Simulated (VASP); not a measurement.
As2S: single point with r2SCAN

The system is As2S.

```
CELL_PARAMETERS angstrom
4.96352 0.00000 0.00000
0.00000 4.96352 0.00000
0.00000 0.00000 5.13067
ATOMIC_POSITIONS crystal
As 0.00000 0.00000 0.00000
As 0.50000 0.50000 0.00000
As 0.00000 0.50000 0.20164
As 0.50000 0.00000 0.79836
S 0.00000 0.50000 0.62289
S 0.50000 0.00000 0.37711
```

| Property | Result |
| --- | --- |
| Program | VASP 6.6.1 |
| Task | single point |
| Functional | r2SCAN |
| Potentials or basis | VASP PAW PBE potentials, release 64 (As, S) |
| Cutoff | 520 eV |
| k mesh | 8 × 8 × 8 |
| Occupations | gaussian, width 0.1 eV |
| Spin | no spin polarisation |

```json
{
 "Pressure": "-0.1 GPa",
 "Largest force": "0.024 eV/Å",
 "Band gap on the k mesh": "zero (bands 16 and 17 overlap by 1.93 eV)"
}
```

Forces on the atoms (eV/Å):
```
As   0.000  0.000  0.000
As   0.000  0.000  0.000
As   0.000  0.000  0.019
As   0.000  0.000 -0.019
S    0.000  0.000 -0.024
S    0.000  0.000  0.024
```

Stress tensor (GPa, compression positive):
```
-0.06  0.00  0.00
 0.00 -0.06  0.00
 0.00  0.00 -0.19
```

Levels at points of the mesh, in eV from the Fermi level:
```
           k point  band 13  band 14  band 15  band 16  band 17  band 18  band 19  band 20
(0.00, 0.00, 0.00)    -1.39    -1.39    -1.01    -1.01    -0.72     0.51     2.61     2.61
(0.50, 0.00, 0.00)    -2.09    -2.09    -1.01    -1.01     1.30     1.30     2.49     2.49
(0.50, 0.50, 0.00)    -1.56    -1.56     0.39     0.39     1.65     1.65     2.20     2.20
(0.00, 0.00, 0.50)    -2.31    -1.98    -1.49    -1.49    -1.29    -0.09     1.92     2.98
(0.50, 0.00, 0.50)    -2.73    -2.73    -0.79    -0.79     1.08     1.08     1.55     1.55
(0.50, 0.50, 0.50)    -0.24    -0.24    -0.21    -0.21     0.44     0.44     1.17     1.17
```

Run time: 6.1 min on 1 thread of Intel(R) Xeon(R) 6975P-C (Granite Rapids), on a shared host, peak memory 0.38 GiB.

Caveat: the PAW data sets were made with another functional, which shifts forces and pressure a little.
